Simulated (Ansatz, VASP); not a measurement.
One calculation of TaN, two programs

```
CELL_PARAMETERS angstrom
3.04800 0.00000 0.00000
-1.52400 2.63965 0.00000
0.00000 0.00000 5.06554
ATOMIC_POSITIONS crystal
Ta 0.00000 0.00000 0.00000
Ta 0.00000 0.00000 0.50000
N 0.33333 0.66667 0.25000
N 0.66667 0.33333 0.75000
```

Change from the starting cell: zz strain of +3 %.

Alike in both runs: task single point; functional PBEsol; k mesh 9 × 9 × 5; occupations fermi-dirac, width 0.01 eV; no spin polarisation.

|  | VASP | Ansatz |
| --- | --- | --- |
| version | VASP 6.6.1 | Ansatz 0.2.0 |
| potentials or method | VASP PAW PBE potentials, release 64 (Ta_pv, N), cutoff 600 eV | all-electron LAPW, scalar-relativistic |

VASP gave:

* pressure (GPa): 31.8
* traceless stress, the component that is largest in VASP (GPa): 49.82

Problem. Estimate Ansatz's values.

Solution. Pressure (GPa): 30.3; traceless stress, the component that is largest in VASP (GPa): 49.29.

VASP's potentials were made for PBE, not for PBEsol. Both programs put the cell under a high pressure, so it lies far from rest at this level. Ansatz ran all-electron here, and VASP with PAW potentials.

Spin-orbit coupling is off throughout.
